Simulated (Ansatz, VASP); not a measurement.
## Two plane-wave programs on Li

POSCAR

```
Li
1.0
    0.0000000000      2.2020000000      2.2680600000
    2.2020000000      0.0000000000      2.2680600000
    2.2020000000      2.2020000000      0.0000000000
Li
1
Direct
    0.0000000000      0.0000000000      0.0000000000
```

File INCAR.step1:

```
SYSTEM = Li
PREC = Accurate ; ENCUT = 830
ISMEAR = 0 ; SIGMA = 0.15
LREAL = .False. ; LASPH = .True.
NELM = 120 ; NBANDS = 8
GGA = PE ; ALGO = Normal
EDIFF = 1E-5 ; LWAVE = .True.
LCHARG = .False. ; GGA_COMPAT = .False.
```

INCAR.step2

```
SYSTEM = Li
PREC = Accurate ; ENCUT = 830
EDIFF = 1E-6 ; ISMEAR = 0
SIGMA = 0.15 ; LREAL = .False.
LASPH = .True. ; NELM = 120
ALGO = Normal ; ISIF = 2
LWAVE = .False. ; LCHARG = .False.
METAGGA = R2SCAN ; LMIXTAU = .True.
NBANDS = 8 ; ISTART = 1
GGA_COMPAT = .False.
```

KPOINTS

```
Automatic mesh
0
Gamma
  18 18 18
  0 0 0
```

Input for Ansatz:

```yaml
crystal:
  lattice:
    - [0.0, 2.202, 2.26806]
    - [2.202, 0.0, 2.26806]
    - [2.202, 2.202, 0.0]
  atoms:
    - { symbol: Li, position: [0.0, 0.0, 0.0] }
basis:
  ecutwfc: 500
kpoints:
  mp_grid: { grid: [18, 18, 18] }
hamiltonian:
  xc: r2scan
scf:
  occupations: { method: gaussian, width: 0.15 }
output:
  forces: true
  stress: true
  eigenvalues: true
```

Change from the starting cell: strain +0.000 along x and y, +0.030 along z, atoms carried along.

Alike in both runs: task single point; functional r2SCAN; k mesh 18 × 18 × 18; occupations gaussian, width 0.15 eV; no spin polarisation.

|  | VASP | Ansatz |
| --- | --- | --- |
| version | VASP 6.6.1 | Ansatz 0.2.0 |
| potentials or method | VASP PAW PBE potentials, release 64 (Li_sv), cutoff 830 eV | scalar-relativistic, plane waves, PAW |
| valence electrons in the cell | 3 | 3 |

|  | VASP | Ansatz | Ansatz less VASP |
| --- | --- | --- | --- |
| gap on the k mesh at the Fermi level (eV) | none | none | - |
| pressure (GPa) | -0.6 | -0.6 | +0.06 |
| traceless stress, the component that is largest in VASP (GPa) | -0.16 | -0.10 | +0.063 |

VASP's potentials were made for PBE, not for r2SCAN. A gap of «none» marks a metal or a gap that the smearing closes.
